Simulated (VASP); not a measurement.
## HfMoC2: single point with r2SCAN

HfMoC2:

```
Hf Mo C
1.0
     3.18960    0.00000    0.00000
     0.00000    3.18960    0.00000
     0.00000    0.00000    4.44195
Hf Mo C
1 1 2
Direct
  0.00000 0.00000 0.00000
  0.50000 0.50000 0.50000
  0.50000 0.50000 0.00000
  0.00000 0.00000 0.50000
```

- Program: VASP 6.6.1
- Task: single point
- Functional: r2SCAN
- Potentials or basis: VASP PAW PBE potentials, release 64 (Hf_pv, Mo_sv, C)
- Cutoff: 520 eV
- k mesh: 8 × 8 × 6
- Occupations: fermi-dirac, width 0.05 eV
- Spin: no spin polarisation

- Pressure: 0.0 GPa
- Band gap on the k mesh: zero (band 16 reaches 10.77 eV, above the bottom of band 17 at 8.25 eV)

Levels at points of the mesh, in eV from the Fermi level:
```tsv
k point	band 12	band 13	band 14	band 15	band 16	band 17	band 18	band 19	band 20	band 21
(0.00, 0.00, 0.00)	-1.45	-1.45	-1.43	-1.43	-0.47	-0.26	-0.05	-0.05	0.00	0.49
(0.50, 0.00, 0.00)	-5.23	-4.50	-4.02	-3.93	-0.49	1.03	2.26	3.40	3.47	4.47
(0.50, 0.50, 0.00)	-3.98	-3.98	-1.42	-1.25	-1.25	-1.09	1.16	1.47	2.51	4.30
(0.00, 0.00, 0.50)	-3.58	-2.50	-2.50	-1.94	-1.94	-1.33	-0.35	2.21	2.21	3.96
(0.50, 0.00, 0.50)	-5.56	-5.53	-4.75	-4.59	1.08	1.16	1.86	4.81	5.60	5.77
(0.50, 0.50, 0.50)	-4.58	-4.54	-4.54	-4.54	1.17	1.17	1.47	3.46	3.46	3.62
```

Wall time 2.1 min on 1 thread of AMD EPYC 9R45 96-Core Processor (Zen 5), on a shared host, peak memory 0.18 GiB.

Caveat: the PAW data sets were made with another functional, which shifts forces and pressure a little; spin-orbit coupling is left out, which moves the levels of the heavy elements.
